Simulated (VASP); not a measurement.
# AlNi (Cmmm) in VASP: further runs, part 2 of 3

VASP 6.6.1. The steps go on from the part before.

### 4 Single point, PBEsol, collinear spin, ferromagnetic start

This run uses another cell than the first one, of 12.21 Å³/atom.

Input file INCAR:

```
SYSTEM = AlNi
  PREC = Accurate
  ENCUT = 520
  EDIFF = 1E-7
  ISMEAR = -1
  SIGMA = 0.05
  LREAL = .FALSE.
  LASPH = .TRUE.
  NELM = 150
  ALGO = Normal
  ISIF = 2
  LWAVE = .FALSE.
  LCHARG = .TRUE.
  ISPIN = 2
  MAGMOM = 1 0
  LORBIT = 11
  LMAXMIX = 4
  GGA = PS
  LELF = .TRUE.
  LVHAR = .TRUE.
  NBANDS = 18
```

Input file KPOINTS:

```
regular mesh
0
G
  10 10 9
  0 0 0
```

Input file POSCAR:

```
AlNi
1.0
    1.9642060572     -1.9788929679      0.0000000000
    1.9642060572      1.9788929679      0.0000000000
    0.0000000000      0.0000000000      3.1402166928
Ni Al
1 1
Direct
    0.5000000000      0.5000000000      0.5000000000
    0.0000000000      0.0000000000      0.0000000000
```

Potentials or basis: VASP PAW PBE potentials, release 64 (Ni, Al).

The run is started by

```
$ cat potpaw_PBE.64/Ni/POTCAR potpaw_PBE.64/Al/POTCAR > POTCAR
$ mpirun -np 1 vasp_std > vasp.out
```

OUTCAR:

```text
SYSTEM = AlNi
   PREC = Accurate
   ENCUT = 520
   EDIFF = 1E-7
   ISMEAR = -1
   LREAL = .FALSE.
   LASPH = .TRUE.
   NELM = 150
   ISIF = 2
   ISPIN = 2
   LORBIT = 11
   GGA = PS

 ion  position               nearest neighbor table
   1  0.500  0.500  0.500-   2 2.51   2 2.51   2 2.51   2 2.51   2 2.53   2 2.53   2 2.53   2 2.53

   2  0.000  0.000  0.000-   1 2.51   1 2.51   1 2.51   1 2.51   1 2.53   1 2.53   1 2.53   1 2.53

  LATTYP: Found a base centered orthorhombic cell.
 ALAT       =     3.9284121144
 B/A-ratio  =     1.0074772759
 C/A-ratio  =     0.7993603017

  Lattice vectors:

 A1 = (   1.9642060572,  -1.9788929679,   0.0000000000)
 A2 = (   1.9642060572,   1.9788929679,   0.0000000000)
 A3 = (   0.0000000000,   0.0000000000,   3.1402166928)

Analysis of symmetry for initial positions (statically):
=====================================================================
 Subroutine PRICEL returns:
 Original cell was already a primitive cell.

 Routine SETGRP: Setting up the symmetry group for a
 base centered orthorhombic supercell.

 Subroutine GETGRP returns: Found  8 space group operations
 (whereof  8 operations were pure point group operations)
 out of a pool of  8 trial point group operations.

The static configuration has the point symmetry D_2h.

Analysis of symmetry for dynamics (positions and initial velocities):
=====================================================================
 Subroutine PRICEL returns:
 Original cell was already a primitive cell.

 Routine SETGRP: Setting up the symmetry group for a
 base centered orthorhombic supercell.

 Subroutine GETGRP returns: Found  8 space group operations
 (whereof  8 operations were pure point group operations)
 out of a pool of  8 trial point group operations.

The dynamic configuration has the point symmetry D_2h.

Analysis of structural, dynamic, and magnetic symmetry:
=====================================================================
 Subroutine PRICEL returns:
 Original cell was already a primitive cell.

 Routine SETGRP: Setting up the symmetry group for a
 base centered orthorhombic supercell.

 Subroutine GETGRP returns: Found  8 space group operations
 (whereof  8 operations were pure point group operations)
 out of a pool of  8 trial point group operations.

The overall configuration has the point symmetry D_2h.

 Subroutine INISYM returns: Found  8 space group operations
 (whereof  8 operations are pure point group operations),
 and found     1 'primitive' translations

----------------------------------------------------------------------------------------

                                     Primitive cell

  volume of cell :      24.4118

  direct lattice vectors                    reciprocal lattice vectors
     1.964206057 -1.978892968  0.000000000     0.254555777 -0.252666520  0.000000000
     1.964206057  1.978892968  0.000000000     0.254555777  0.252666520  0.000000000
     0.000000000  0.000000000  3.140216693     0.000000000  0.000000000  0.318449361

  length of vectors
     2.788211400  2.788211400  3.140216693     0.358662814  0.358662814  0.318449361

  position of ions in fractional coordinates (direct lattice)
     0.500000000  0.500000000  0.500000000
     0.000000000  0.000000000  0.000000000

  ion indices of the primitive-cell ions
[... 69 lines left out ...]
   ISPIN  =      2    spin polarized calculation?
   LNONCOLLINEAR =      F non collinear calculations
   LSORBIT =      F    spin-orbit coupling
   LASPH  =      T    aspherical Exc in radial PAW
   ENCUT  =  520.0 eV  38.22 Ry    6.18 a.u.   5.18  5.18  5.84*2*pi/ulx,y,z
   NELM   =    150;   NELMIN=  2; NELMDL= -5     # of ELM steps
   EDIFF  = 0.1E-06   stopping-criterion for ELM
   LREAL  =      F    real-space projection
   EDIFFG = 0.1E-05   stopping-criterion for IOM
   NSW    =      0    number of steps for IOM
   IBRION =     -1    ionic relax: 0-MD 1-quasi-New 2-CG
   NFREE  =      0    steps in history (QN), initial steepest desc. (CG)
   ISIF   =      2    stress and relaxation
   ISYM   =      2    0-nonsym 1-usesym 2-fastsym
   POTIM  = 0.5000    time-step for ionic-motion
   TEBEG  =    0.0;   TEEND  =   0.0 temperature during run
   PSTRESS=    0.0 pullay stress
   NELECT =      13.0000    total number of electrons
   NUPDOWN=      -1.0000    fix difference up-down
   EMIN   =  10.00;   EMAX   =-10.00  energy-range for DOS
   EFERMI =   0.00;   METHOD = LEGACY
   ISMEAR =    -1;   SIGMA  =   0.05  broadening in eV -4-tet -1-fermi 0-gaus
   EFERMI_NEDOS =   21; number of points for ismear=-14 and -15
   IALGO  =     38    algorithm
   IMIX   =      4    mixing-type and parameters
     AMIX     =   0.40;   BMIX     =  1.00
     AMIX_MAG =   1.60;   BMIX_MAG =  1.00
  volume/ion in A,a.u.               =      12.21        82.37
  Fermi-wavevector in a.u.,A,eV,Ry     =   1.326955  2.507582 23.957279  1.760810
  Thomas-Fermi vector in A             =   2.456304
   LORBIT       =     11    0 simple, 1 ext, 2 COOP (PROOUT), +10 PAW based schemes
   GGA     = PS    functional components
   LHFCALC =     F    Hartree Fock is set to
   AEXX    =    0.0000 exact exchange contribution
   IVDW    =     0    specifies the selected vdW correction
   LEPSILON=     F    determine dielectric tensor
   LRPA    =     F    only Hartree local field effects (RPA)
 spin polarized calculation
  energy-cutoff  :      520.00
  volume of cell :       24.41
 maximum number of plane-waves:       682
 NGX is ok and might be reduce to    24
   NGX = 11   NGY = 11   NGZ = 11

 number of electron      12.9999992 magnetization       0.0002671

 number of electron      12.9999992 magnetization      -0.0000486

 Free energy of the ion-electron system (eV)
  ---------------------------------------------------
  ext. energy  EPLUGINS =         0.00000000
  ---------------------------------------------------
  free energy    TOTEN  =       -11.53069877 eV

  energy without entropy =      -11.52313807  energy(sigma->0) =      -11.52691842

 E-fermi :   9.6169     XC(G=0): -12.0662

 val. band max:        9.6059935653   @ k =  -0.4000   0.2000   0.1111
 cond. band min:       9.6634194526   @ k =   0.4000   0.3000   0.1111
 fundamental gap:      0.0574258874
 Fermi energy:         9.6169157135

 spin component 1

 k-point     1 :       0.0000    0.0000    0.0000
  band No.  band energies     occupation
      1      -1.3656      1.00000
      2       6.3955      1.00000
      3       6.5301      1.00000
      4       8.0534      1.00000
      5       8.0717      1.00000
      6       8.3508      1.00000
[... 493 lines left out ...]
     17      32.1955      0.00000
     18      33.0671      0.00000

 [... further k-points ...]

 spin component 2

 k-point     1 :       0.0000    0.0000    0.0000
  band No.  band energies     occupation
      1      -1.3656      1.00000
      2       6.3955      1.00000
      3       6.5301      1.00000
      4       8.0535      1.00000
      5       8.0718      1.00000
      6       8.3509      1.00000
[... 493 lines left out ...]
     17      32.1955      0.00000
     18      33.0671      0.00000

 [... further k-points ...]

------------------------ aborting loop because EDIFF is reached ----------------------------------------

  FORCE on cell =-STRESS in cart. coord.  units (eV):
  Direction    XX          YY          ZZ          XY          YZ          ZX
  --------------------------------------------------------------------------------------
  -------------------------------------------------------------------------------------
  Total       -0.4162901     -0.6429787     -1.5298821      0.0000000      0.0000000      0.0000000
  in kB      -27.3217001    -42.1995875   -100.4082930      0.0000000      0.0000000      0.0000000
  external PRESSURE =     -56.6431935 kB  Pullay stress =       0.0000000 kB

 VOLUME and BASIS-vectors are now :
 -----------------------------------------------------------------------------
  energy-cutoff  :      520.00
  volume of cell :       24.41
      direct lattice vectors                 reciprocal lattice vectors
     1.964206057 -1.978892968  0.000000000     0.254555777 -0.252666520  0.000000000
     1.964206057  1.978892968  0.000000000     0.254555777  0.252666520  0.000000000
     0.000000000  0.000000000  3.140216693     0.000000000  0.000000000  0.318449361

 POSITION                                       TOTAL-FORCE (eV/Angst)
 -----------------------------------------------------------------------------------
      1.96421      0.00000      1.57011        -0.000000      0.000000      0.000000
      0.00000      0.00000      0.00000         0.000000      0.000000      0.000000
 -----------------------------------------------------------------------------------
    total drift:                                0.000000      0.000000     -0.000000

  FREE ENERGIE OF THE ION-ELECTRON SYSTEM (eV)
  ---------------------------------------------------
  free  energy   TOTEN  =       -11.5306987704 eV

  energy  without entropy=      -11.5231380713  energy(sigma->0) =      -11.52691842

 total charge

# of ion       s       p       d       tot
------------------------------------------
    1        0.474   0.502   8.462   9.438
    2        0.383   0.406   0.000   0.789
--------------------------------------------------
tot          0.857   0.908   8.462  10.227

 magnetization (x)

# of ion       s       p       d       tot
------------------------------------------
    1        0.000   0.000   0.000   0.000
    2       -0.000  -0.000   0.000  -0.000
--------------------------------------------------
tot          0.000   0.000   0.000   0.000
```

OSZICAR:

```text
N       E                     dE             d eps       ncg     rms          rms(c)
DAV:   1     0.447836238239E+02    0.44784E+02   -0.52334E+03 11426   0.786E+02
DAV:   2    -0.104387298962E+02   -0.55222E+02   -0.48476E+02 12146   0.161E+02
DAV:   3    -0.131151304690E+02   -0.26764E+01   -0.26175E+01 13196   0.368E+01
DAV:   4    -0.131497316339E+02   -0.34601E-01   -0.34573E-01 13142   0.370E+00
DAV:   5    -0.131505004661E+02   -0.76883E-03   -0.76876E-03 13206   0.604E-01    0.133E+01
DAV:   6    -0.158414498592E+02   -0.26909E+01   -0.50909E+01 12452   0.821E+01    0.183E+01
DAV:   7    -0.115773858948E+02    0.42641E+01   -0.14206E+01 12556   0.475E+01    0.179E+00
DAV:   8    -0.115448878786E+02    0.32498E-01   -0.41270E-01 14904   0.608E+00    0.107E+00
DAV:   9    -0.115307638103E+02    0.14124E-01   -0.48915E-02 13886   0.209E+00    0.493E-01
DAV:  10    -0.115307533565E+02    0.10454E-04   -0.11208E-03 14984   0.301E-01    0.192E-01
DAV:  11    -0.115306938161E+02    0.59540E-04   -0.15967E-03 14552   0.347E-01    0.652E-02
DAV:  12    -0.115307004338E+02   -0.66177E-05   -0.12039E-04 14962   0.101E-01    0.332E-02
DAV:  13    -0.115306996376E+02    0.79615E-06   -0.36936E-06 13992   0.165E-02    0.173E-02
DAV:  14    -0.115306988201E+02    0.81751E-06   -0.26386E-06 14758   0.189E-02    0.376E-03
DAV:  15    -0.115306987704E+02    0.49667E-07   -0.21194E-07  7312   0.403E-03
   1 F= -.11530699E+02 E0= -.11526918E+02  d E =-.756070E-02  mag=     0.0000
```

It took 2.5 min on 1 thread of Intel Xeon 8259CL, shared host; peak memory 0.23 GiB.

Results:

```yaml
Free_energy: -11.5307 eV
Pressure: -5.7 GPa
Net_moment: 0.00 μB per cell
Valence_electrons_inside_the_program's_atomic_spheres: Ni 9.44; Al 0.79
```

Stress tensor (GPa, compression positive):
```
 -2.73   0.00   0.00
  0.00  -4.22   0.00
  0.00   0.00 -10.04
```

Levels at points of the mesh, in eV from the Fermi level:
Spin up:
| k point | band 4 | band 5 | band 6 | band 7 | band 8 | band 9 | band 10 | band 11 |
| --- | --- | --- | --- | --- | --- | --- | --- | --- |
| (0.00, 0.00, 0.00) | -1.56 | -1.55 | -1.27 | 2.86 | 6.84 | 6.89 | 7.04 | 8.55 |
| (0.50, 0.00, 0.00) | -2.61 | -1.95 | -1.44 | -0.33 | 7.66 | 7.89 | 9.07 | 11.41 |
| (0.50, 0.50, 0.00) | -2.30 | -2.30 | -2.21 | -0.79 | 2.14 | 3.10 | 10.45 | 13.22 |
Spin down:
| k point | band 3 | band 4 | band 5 | band 6 | band 7 | band 8 | band 9 | band 10 | band 11 | band 12 |
| --- | --- | --- | --- | --- | --- | --- | --- | --- | --- | --- |
| (0.00, 0.00, 0.00) | -3.09 | -1.56 | -1.55 | -1.27 | 2.86 | 6.84 | 6.89 | 7.04 | 8.55 | 13.96 |
| (0.50, 0.00, 0.00) | -2.63 | -2.61 | -1.95 | -1.44 | -0.33 | 7.66 | 7.89 | 9.07 | 11.41 | 12.30 |
| (0.50, 0.50, 0.00) | -2.33 | -2.30 | -2.30 | -2.21 | -0.79 | 2.14 | 3.10 | 10.45 | 13.22 | 13.34 |

Caveat: the stress differs along the axes, from -10 to -3 GPa; the moments typed at the start vanished in this run; the PAW data sets were made with another functional, which shifts forces and pressure a little.

(Part 2 of 3 ends here.)
